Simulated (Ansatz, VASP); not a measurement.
# Two plane-wave programs on C

```xyz
4
Lattice="-2.4647 0.0000 0.0000 0.0000 0.0000 -3.5720 0.0000 -4.2689 0.0000" Properties=species:S:1:pos:R:3 pbc="T T T"
C    -1.2323   -0.7955    0.0000
C     0.0000   -2.8579    0.0000
C     0.0000   -1.3390    0.0000
C    -1.2323   -3.5454    0.0000
```

Change from the starting cell: mode 8 frozen in at -0.036 Å and mode 12 at -0.048 Å (largest displacements).

Alike in both runs: task single point; functional PBE; dispersion D3(BJ); k mesh 18 × 12 × 10; occupations gaussian, width 0.15 eV; no spin polarisation.

```csv
,VASP,Ansatz
version,VASP 6.6.1,Ansatz 0.2.0
potentials or method,"VASP PAW PBE potentials, release 64 (C), cutoff 520 eV","scalar-relativistic, plane waves, PAW"
valence electrons in the cell,16,16
```

```tsv
	VASP	Ansatz	Ansatz less VASP
gap on the k mesh at the Fermi level (eV)	none	none	-
pressure (GPa)	4.7	4.3	-0.34
traceless stress, the component that is largest in VASP (GPa)	12.72	12.36	-0.353
rms of the force components (eV/Å)	3.085	3.087	+0.0024
```

Atom by atom the forces differ by 0.009 eV/Å (rms over components). A gap of «none» marks a metal or a gap that the smearing closes.
